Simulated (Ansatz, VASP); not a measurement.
**One calculation of Ge, two programs**

```
CELL_PARAMETERS angstrom
2.52458 -4.23780 0.00000
2.52458 4.23780 0.00000
0.00000 0.00000 4.04009
ATOMIC_POSITIONS crystal
Ge 0.15024 0.84976 0.87913
Ge 0.65024 0.34976 0.62087
Ge 0.84976 0.15024 0.12087
Ge 0.34976 0.65024 0.37913
```

Alike in both runs: functional PBE; k mesh 6 × 6 × 4; occupations gaussian, width 0.1 eV; no spin polarisation.

Ansatz relaxed the structure, and its values are those at the end. VASP's run is a single point on that final structure, the one shown.

|  | VASP | Ansatz |
| --- | --- | --- |
| version | VASP 6.6.1 | Ansatz 0.2.0 |
| potentials or method | VASP PAW PBE potentials, release 64 (Ge_d), cutoff 520 eV | scalar-relativistic, plane waves, PAW |
| valence electrons in the cell | 56 | 56 |

|  | VASP | Ansatz | Ansatz less VASP |
| --- | --- | --- | --- |
| gap on the k mesh at the Fermi level (eV) | none | none | - |
| pressure (GPa) | -0.2 | -0.2 | -0.03 |
| rms of the force components (eV/Å) | 0.007 | 0.007 | 0.0000 |

A gap of «none» marks a metal or a gap that the smearing closes. With one functional, cell and mesh, what is left measures potentials, basis and numerics.

The k mesh is coarse, so the values compare programs but aren't converged.
